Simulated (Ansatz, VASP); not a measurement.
# One calculation of SbS2, two programs

```
CELL_PARAMETERS angstrom
-7.03773 7.03773 7.03773
7.03773 -7.03773 7.03773
7.03773 7.03773 -7.03773
ATOMIC_POSITIONS crystal
Sb 0.75000 0.25000 0.50000
Sb 0.25000 0.75000 0.50000
Sb 0.50000 0.25000 0.75000
Sb 0.75000 0.50000 0.25000
Sb 0.50000 0.75000 0.25000
Sb 0.25000 0.50000 0.75000
S 0.60937 0.21873 0.60937
S 0.78127 0.39063 0.39063
S 0.60937 0.00000 0.39063
S 0.00000 0.39063 0.60937
S 0.39063 0.00000 0.60937
S 0.00000 0.60937 0.39063
S 0.39063 0.78127 0.39063
S 0.21873 0.60937 0.60937
S 0.60937 0.39063 0.00000
S 0.39063 0.39063 0.78127
S 0.60937 0.60937 0.21873
S 0.39063 0.60937 0.00000
```

Alike in both runs: functional PBE; k mesh 2 × 2 × 2; occupations gaussian, width 0.1 eV; no spin polarisation.

Ansatz relaxed the structure, and its values are those at the end. VASP's run is a single point on that final structure, the one shown.

|  | VASP | Ansatz |
| --- | --- | --- |
| version | VASP 6.6.1 | Ansatz 0.2.0 |
| potentials or method | VASP PAW PBE potentials, release 64 (Sb, S), cutoff 520 eV | scalar-relativistic, plane waves, PAW |
| valence electrons in the cell | 102 | 162 |

```csv
,VASP,Ansatz,Ansatz less VASP
gap on the k mesh at the Fermi level (eV),none,none,-
pressure (GPa),0.1,0.1,+0.01
rms of the force components (eV/Å),0.003,0.003,+0.0006
```

A gap of «none» marks a metal or a gap that the smearing closes. VASP's potentials hold 102 valence electrons a cell and Ansatz's 162, so a difference there can come from the potentials and not from the codes.

Neither program's run includes spin-orbit coupling.
